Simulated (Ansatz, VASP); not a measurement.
**C: VASP beside Ansatz**

The input INCAR:

```
SYSTEM = C
  ALGO = Normal
  EDIFF = 1E-7
  ENCUT = 520
  GGA = PE
  ISIF = 2
  ISMEAR = 0
  LASPH = .True.
  LCHARG = .True.
  LELF = .True.
  LREAL = .False.
  LVHAR = .True.
  LWAVE = .False.
  NBANDS = 16
  NELM = 80
  PREC = Accurate
  SIGMA = 0.15
```

Contents of KPOINTS:

```
k-points
0
Gamma
  21 21 6
  0 0 0
```

File POSCAR:

```
C
1.0
    1.3219287154     -2.1704329051      0.0000000000
    1.3219287154      2.1704329051      0.0000000000
    0.0000000000      0.0000000000      8.8471961802
C
4
Direct
    0.0833329406      0.9166670594      0.7503043452
    0.5833329406      0.4166670594      0.2496956548
    0.9166670594      0.0833329406      0.2496956548
    0.4166670594      0.5833329406      0.7503043452
```

Input for Ansatz:

```yaml
crystal:
  lattice:
    - [1.3219287154, -2.1704329051, 0.0]
    - [1.3219287154, 2.1704329051, 0.0]
    - [0.0, 0.0, 8.8471961802]
  atoms:
    - { symbol: C, position: [0.0833329406, 0.9166670594, 0.7503043452] }
    - { symbol: C, position: [0.5833329406, 0.4166670594, 0.2496956548] }
    - { symbol: C, position: [0.9166670594, 0.0833329406, 0.2496956548] }
    - { symbol: C, position: [0.4166670594, 0.5833329406, 0.7503043452] }
basis:
  ecutwfc: 520.0
kpoints:
  mp_grid: { grid: [21, 21, 6] }
hamiltonian:
  xc: pbe
  pseudopotentials: { kind: paw, azcp: { folder: soft_1 } }
scf:
  occupations: { method: gaussian, width: 0.15 }
output:
  forces: true
  stress: true
  eigenvalues: true
```

Change from the starting cell: volume 12.692 Å^3 an atom, stretch along a over the lengths across it, relative to the relaxed cell 1.0549.

Alike in both runs: task single point; functional PBE; k mesh 21 × 21 × 6; occupations gaussian, width 0.15 eV; no spin polarisation.

|  | VASP | Ansatz |
| --- | --- | --- |
| version | VASP 6.6.1 | Ansatz 0.2.0 |
| potentials or method | VASP PAW PBE potentials, release 64 (C), cutoff 520 eV | scalar-relativistic, plane waves, PAW |
| valence electrons in the cell | 16 | 16 |

|  | VASP | Ansatz | Ansatz less VASP |
| --- | --- | --- | --- |
| gap on the k mesh at the Fermi level (eV) | 0.49 | 0.49 | -0.001 |
| least direct gap on the mesh (eV) | 0.49 | 0.49 | -0.001 |
| pressure (GPa) | -21.4 | -21.7 | -0.25 |
| traceless stress, the component that is largest in VASP (GPa) | -25.13 | -25.22 | -0.091 |
| rms of the force components (eV/Å) | 0.085 | 0.076 | -0.0083 |

Atom by atom the forces differ by 0.008 eV/Å (rms over components). The functional is the same, so the differences come from potentials, cutoffs and numerics.
